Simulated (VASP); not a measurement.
# SiNi2 (P6_3/mmc) in VASP: a series of runs

The runs below take SiNi2 through single point, relaxation of shape and atoms at fixed volume, relaxation of cell and atoms, with r2SCAN.

Program: VASP 6.6.1. These are calculated values, not measurements. Logs are shortened: lines on timing, memory, paths and dates and some standing lists are left out, and cuts for length are marked.

## 1. The cell of the first run

It takes space group P6_3/mmc (No. 194, hexagonal). The conventional cell has a = 4.024 Å, b = 4.024 Å, c = 4.809 Å, α = 90.00°, β = 90.00°, γ = 120.00°. Si (site symmetry -6m2) has 11 Ni at 2.32 to 2.62 Å within 3.1 Å. Ni (site symmetry -3m) has 8 Ni at 2.40 to 2.62 Å and 6 Si at 2.62 Å within 3.2 Å. Within 3.1 Å of Ni (site symmetry -6m2) lie 5 Si at 2.32 to 2.40 Å and 6 Ni at 2.62 Å.

## 2. Single point, r2SCAN (biaxial strain in the a-b plane: +4.0 %)

The input, POSCAR:

```
SiNi2
1.0
    4.0243273234      0.0000000000      0.0000000000
   -2.0121636617      3.4851696952      0.0000000000
    0.0000000000      0.0000000000      4.8085676682
Si Ni
2 4
Direct
    0.3333333333      0.6666666667      0.7500000000
    0.6666666667      0.3333333333      0.2500000000
    0.0000000000      0.0000000000      0.0000000000
    0.0000000000      0.0000000000      0.5000000000
    0.3333333333      0.6666666667      0.2500000000
    0.6666666667      0.3333333333      0.7500000000
```

The input, INCAR.step1:

```
SYSTEM = SiNi2
ALGO = Normal
EDIFF = 1E-4
ENCUT = 520
GGA = PE
ISMEAR = 0
LASPH = .TRUE.
LCHARG = .FALSE.
LREAL = .FALSE.
LWAVE = .TRUE.
NBANDS = 33
NELM = 80
PREC = Accurate
SIGMA = 0.1
```

The input, INCAR.step2:

```
SYSTEM = SiNi2
ALGO = Normal
EDIFF = 1E-7
ENCUT = 520
ISIF = 2
ISMEAR = 0
ISTART = 1
LASPH = .TRUE.
LCHARG = .FALSE.
LMIXTAU = .TRUE.
LREAL = .FALSE.
LWAVE = .FALSE.
METAGGA = R2SCAN
NBANDS = 33
NELM = 80
PREC = Accurate
SIGMA = 0.1
```

The input, KPOINTS:

```
k-points
0
G
  12 12 8
  0 0 0
```

Potentials or basis: VASP PAW PBE potentials, release 64 (Si, Ni).

On the command line:

```
$ cat potpaw_PBE.64/Si/POTCAR potpaw_PBE.64/Ni/POTCAR > POTCAR
$ cp INCAR.step1 INCAR
$ mpirun -np 1 vasp_std > vasp.out
$ cp INCAR.step2 INCAR
$ mpirun -np 1 vasp_std > vasp.out
```

OUTCAR:

```text
SYSTEM = SiNi2
   EDIFF = 1E-7
   ENCUT = 520
   ISIF = 2
   ISMEAR = 0
   ISTART = 1
   LASPH = .TRUE.
   LREAL = .FALSE.
   METAGGA = R2SCAN
   NELM = 80
   PREC = Accurate

 ion  position               nearest neighbor table
   1  0.333  0.667  0.750-   6 2.32   6 2.32   6 2.32   5 2.40   5 2.40   3 2.62   4 2.62   4 2.62
                             3 2.62   4 2.62   3 2.62
   2  0.667  0.333  0.250-   5 2.32   5 2.32   5 2.32   6 2.40   6 2.40   3 2.62   4 2.62   3 2.62
                             4 2.62   3 2.62   4 2.62
   3  0.000  0.000  0.000-   4 2.40   4 2.40   1 2.62   5 2.62   6 2.62   2 2.62   1 2.62   5 2.62
                             2 2.62   6 2.62   2 2.62   6 2.62   1 2.62   5 2.62
   4  0.000  0.000  0.500-   3 2.40   3 2.40   1 2.62   5 2.62   6 2.62   2 2.62   1 2.62   5 2.62
                             2 2.62   6 2.62   2 2.62   6 2.62   1 2.62   5 2.62
   5  0.333  0.667  0.250-   2 2.32   2 2.32   2 2.32   1 2.40   1 2.40   3 2.62   4 2.62   4 2.62
                             3 2.62   4 2.62   3 2.62
   6  0.667  0.333  0.750-   1 2.32   1 2.32   1 2.32   2 2.40   2 2.40   3 2.62   4 2.62   3 2.62
                             4 2.62   3 2.62   4 2.62

  LATTYP: Found a hexagonal cell.
 ALAT       =     4.0243273234
 C/A-ratio  =     1.1948748901

  Lattice vectors:

 A1 = (   4.0243273234,   0.0000000000,   0.0000000000)
 A2 = (  -2.0121636617,   3.4851696952,   0.0000000000)
 A3 = (   0.0000000000,   0.0000000000,   4.8085676682)

Analysis of symmetry for initial positions (statically):
=====================================================================
 Subroutine PRICEL returns:
 Original cell was already a primitive cell.

 Routine SETGRP: Setting up the symmetry group for a
 hexagonal supercell.

 Subroutine GETGRP returns: Found 24 space group operations
 (whereof 12 operations were pure point group operations)
 out of a pool of 24 trial point group operations.

The static configuration has the point symmetry D_3d.
 The point group associated with its full space group is D_6h.

Analysis of symmetry for dynamics (positions and initial velocities):
=====================================================================
 Subroutine PRICEL returns:
 Original cell was already a primitive cell.

 Routine SETGRP: Setting up the symmetry group for a
 hexagonal supercell.

 Subroutine GETGRP returns: Found 24 space group operations
 (whereof 12 operations were pure point group operations)
 out of a pool of 24 trial point group operations.

The dynamic configuration has the point symmetry D_3d.
 The point group associated with its full space group is D_6h.

 Subroutine INISYM returns: Found 24 space group operations
 (whereof 12 operations are pure point group operations),
 and found     1 'primitive' translations

----------------------------------------------------------------------------------------

                                     Primitive cell

  volume of cell :      67.4424

  direct lattice vectors                    reciprocal lattice vectors
     4.024327323  0.000000000  0.000000000     0.248488734  0.143465037  0.000000000
    -2.012163662  3.485169695  0.000000000     0.000000000  0.286930074  0.000000000
     0.000000000  0.000000000  4.808567668     0.000000000  0.000000000  0.207962135

  length of vectors
     4.024327323  4.024327323  4.808567668     0.286930074  0.286930074  0.207962135

  position of ions in fractional coordinates (direct lattice)
     0.333333333  0.666666667  0.750000000
     0.666666667  0.333333333  0.250000000
     0.000000000  0.000000000  0.000000000
     0.000000000  0.000000000  0.500000000
     0.333333333  0.666666667  0.250000000
     0.666666667  0.333333333  0.750000000

  ion indices of the primitive-cell ions
   primitive index   ion index
                 1           1
                 2           2
                 3           3
                 4           4
                 5           5
                 6           6

----------------------------------------------------------------------------------------

 KPOINTS: k-points

Automatic generation of k-mesh.
 Grid dimensions read from file:
 generate k-points for:   12   12    8

 Generating k-lattice:

  Cartesian coordinates                     Fractional coordinates (reciprocal lattice)
     0.020707394  0.011955420  0.000000000     0.083333333  0.000000000  0.000000000
     0.000000000  0.023910840  0.000000000     0.000000000  0.083333333  0.000000000
     0.000000000  0.000000000  0.025995267     0.000000000  0.000000000  0.125000000

  Length of vectors
     0.023910840  0.023910840  0.025995267

  Shift w.r.t. Gamma in fractional coordinates (k-lattice)
     0.000000000  0.000000000  0.000000000

 Subroutine IBZKPT returns following result:
 ===========================================

 Found     95 irreducible k-points:

 Following reciprocal coordinates:
            Coordinates               Weight
  0.000000  0.000000  0.000000      1.000000
  0.083333  0.000000  0.000000      6.000000
  0.166667  0.000000  0.000000      6.000000
  0.250000  0.000000  0.000000      6.000000
  0.333333  0.000000  0.000000      6.000000
  0.416667  0.000000  0.000000      6.000000
[... 16 lines left out ...]
  0.250000  0.000000  0.125000     12.000000
  0.333333  0.000000  0.125000     12.000000
 [... further k-points ...]
   k-points           NKPTS =     95   k-points in BZ     NKDIM =     95   number of bands    NBANDS=     33
   number of dos      NEDOS =    301   number of ions     NIONS =      6
   total plane-waves  NPLWV =  32400
   dimension x,y,z NGX =    30 NGY =   30 NGZ =   36
   dimension x,y,z NGXF=    60 NGYF=   60 NGZF=   72
   ions per type =               2   4
   NGX,Y,Z   is equivalent  to a cutoff of  12.39, 12.39, 12.45 a.u.
   NGXF,Y,Z  is equivalent  to a cutoff of  24.79, 24.79, 24.89 a.u.
 SYSTEM =  SiNi2
   PREC   = accura    normal or accurate (medium, high low for compatibility)
   ISTART =      1    job   : 0-new  1-cont  2-samecut
   ICHARG =      0    charge: 1-file 2-atom 10-const
   ISPIN  =      1    spin polarized calculation?
   LNONCOLLINEAR =      F non collinear calculations
   LSORBIT =      F    spin-orbit coupling
   LASPH  =      T    aspherical Exc in radial PAW
   ENCUT  =  520.0 eV  38.22 Ry    6.18 a.u.   7.48  7.48  8.94*2*pi/ulx,y,z
   NELM   =     80;   NELMIN=  2; NELMDL=  0     # of ELM steps
   EDIFF  = 0.1E-06   stopping-criterion for ELM
   LREAL  =      F    real-space projection
   EDIFFG = 0.1E-05   stopping-criterion for IOM
   NSW    =      0    number of steps for IOM
   IBRION =     -1    ionic relax: 0-MD 1-quasi-New 2-CG
   NFREE  =      0    steps in history (QN), initial steepest desc. (CG)
   ISIF   =      2    stress and relaxation
   ISYM   =      2    0-nonsym 1-usesym 2-fastsym
   POTIM  = 0.5000    time-step for ionic-motion
   TEBEG  =    0.0;   TEEND  =   0.0 temperature during run
   PSTRESS=    0.0 pullay stress
   NELECT =      48.0000    total number of electrons
   NUPDOWN=      -1.0000    fix difference up-down
   EMIN   =  10.00;   EMAX   =-10.00  energy-range for DOS
   EFERMI =   0.00;   METHOD = LEGACY
   ISMEAR =     0;   SIGMA  =   0.10  broadening in eV -4-tet -1-fermi 0-gaus
   EFERMI_NEDOS =   21; number of points for ismear=-14 and -15
   IALGO  =     38    algorithm
   IMIX   =      4    mixing-type and parameters
     AMIX     =   0.40;   BMIX     =  1.00
     AMIX_MAG =   1.60;   BMIX_MAG =  1.00
  volume/ion in A,a.u.               =      11.24        75.85
  Fermi-wavevector in a.u.,A,eV,Ry     =   1.461653  2.762124 29.067885  2.136429
  Thomas-Fermi vector in A             =   2.577959
   LORBIT       =      0    0 simple, 1 ext, 2 COOP (PROOUT), +10 PAW based schemes
   METAGGA = R2SCAN    functional components
   LHFCALC =     F    Hartree Fock is set to
   AEXX    =    0.0000 exact exchange contribution
   IVDW    =     0    specifies the selected vdW correction
   LEPSILON=     F    determine dielectric tensor
   LRPA    =     F    only Hartree local field effects (RPA)
 non-spin polarized calculation
 Gauss-broadening in eV      SIGMA  =   0.10
  energy-cutoff  :      520.00
  volume of cell :       67.44
 maximum number of plane-waves:      1847
 NGX is ok and might be reduce to    30
   NGX = 15   NGY = 15   NGZ = 17

 number of electron      47.9999957 magnetization

 Free energy of the ion-electron system (eV)
  ---------------------------------------------------
  ext. energy  EPLUGINS =         0.00000000
  ---------------------------------------------------
  free energy    TOTEN  =       -67.96902379 eV

  energy without entropy =      -67.95201463  energy(sigma->0) =      -67.96051921

 E-fermi :  10.5375     XC(G=0): -13.8242

 val. band max:       10.5246553933   @ k =   0.2500   0.0000   0.1250
 cond. band min:      10.5399315261   @ k =   0.3333   0.2500   0.3750
 fundamental gap:      0.0152761329
 Fermi energy:        10.5374695445

 k-point     1 :       0.0000    0.0000    0.0000
  band No.  band energies     occupation
      1      -2.4114      2.00000
      2       2.5040      2.00000
      3       4.2369      2.00000
      4       5.4510      2.00000
      5       5.4511      2.00000
      6       6.7006      2.00000
[... 25 lines left out ...]
     32      15.8571      0.00000
     33      19.2648      0.00000

 k-point     2 :       0.0833    0.0000    0.0000
  band No.  band energies     occupation
      1      -2.3246      2.00000
      2       2.4962      2.00000
      3       4.2980      2.00000
      4       5.4387      2.00000
      5       5.4918      2.00000
      6       6.3399      2.00000
[... 25 lines left out ...]
     32      16.3672      0.00000
     33      18.6224      0.00000
[... 754 lines left out ...]
     32      17.1818      0.00000
     33      18.3319      0.00000

 k-point    24 :       0.3333    0.0000    0.1250
  band No.  band energies     occupation
      1      -0.9858      2.00000
      2       1.9112      2.00000
      3       3.9935      2.00000
      4       5.0327      2.00000
      5       6.0517      2.00000
      6       6.2118      2.00000
[... 25 lines left out ...]
     32      18.0678      0.00000
     33      18.6670      0.00000

 [... further k-points ...]

------------------------ aborting loop because EDIFF is reached ----------------------------------------

  FORCE on cell =-STRESS in cart. coord.  units (eV):
  Direction    XX          YY          ZZ          XY          YZ          ZX
  --------------------------------------------------------------------------------------
  -------------------------------------------------------------------------------------
  Total       -7.1475451     -7.1475451      0.4904001     -0.0000000      0.0000000     -0.0000000
  in kB     -169.7987662   -169.7987662     11.6500610     -0.0000000      0.0000000     -0.0000000
  external PRESSURE =    -109.3158238 kB  Pullay stress =       0.0000000 kB

 VOLUME and BASIS-vectors are now :
 -----------------------------------------------------------------------------
  energy-cutoff  :      520.00
  volume of cell :       67.44
      direct lattice vectors                 reciprocal lattice vectors
     4.024327323  0.000000000  0.000000000     0.248488734  0.143465037  0.000000000
    -2.012163662  3.485169695  0.000000000     0.000000000  0.286930074  0.000000000
     0.000000000  0.000000000  4.808567668     0.000000000  0.000000000  0.207962135

 POSITION                                       TOTAL-FORCE (eV/Angst)
 -----------------------------------------------------------------------------------
     -0.00000      2.32345      3.60643        -0.000000     -0.000000      0.000000
      2.01216      1.16172      1.20214         0.000000     -0.000000      0.000000
      0.00000      0.00000      0.00000         0.000000     -0.000000      0.000000
      0.00000      0.00000      2.40428         0.000000     -0.000000      0.000000
     -0.00000      2.32345      1.20214        -0.000000      0.000000     -0.000000
      2.01216      1.16172      3.60643         0.000000     -0.000000     -0.000000
 -----------------------------------------------------------------------------------
    total drift:                                0.000000     -0.000000      0.000000

  FREE ENERGIE OF THE ION-ELECTRON SYSTEM (eV)
  ---------------------------------------------------
  free  energy   TOTEN  =       -67.9690237931 eV

  energy  without entropy=      -67.9520146286  energy(sigma->0) =      -67.96051921
```

Run time: 23 min. Hardware: 1 thread of Intel Xeon 8259CL, shared host; peak memory 0.3 GiB.

Results:

```yaml
Free_energy: -67.9690 eV
Pressure: -10.9 GPa
Band_gap_on_the_k_mesh: zero (bands 24 and 25 overlap by 2.94 eV)
```

Stress tensor (GPa, compression positive):
```
-16.98   0.00   0.00
  0.00 -16.98   0.00
  0.00   0.00   1.17
```

Levels at points of the mesh, in eV from the Fermi level:
```csv
k point,band 20,band 21,band 22,band 23,band 24,band 25,band 26,band 27,band 28,band 29
"(0.00, 0.00, 0.00)",-1.15,-0.64,-0.64,0.32,2.38,2.41,2.41,2.48,2.48,3.17
"(0.50, 0.00, 0.00)",-1.33,-1.20,-1.06,-1.04,-0.66,-0.47,1.29,1.73,2.70,3.80
"(0.00, 0.00, 0.50)",-1.24,-1.24,-1.24,2.08,2.08,3.09,3.09,3.09,3.09,4.21
"(0.50, 0.00, 0.50)",-1.61,-1.25,-1.25,-0.85,-0.85,0.90,0.90,2.62,2.62,6.57
```

Caveat: the cell differs from its parent crystal (biaxial strain in the a-b plane: +4.0 %); the cell stands under tension; the PAW data sets were made with another functional, which shifts forces and pressure a little.

[end of part 1 of 2]
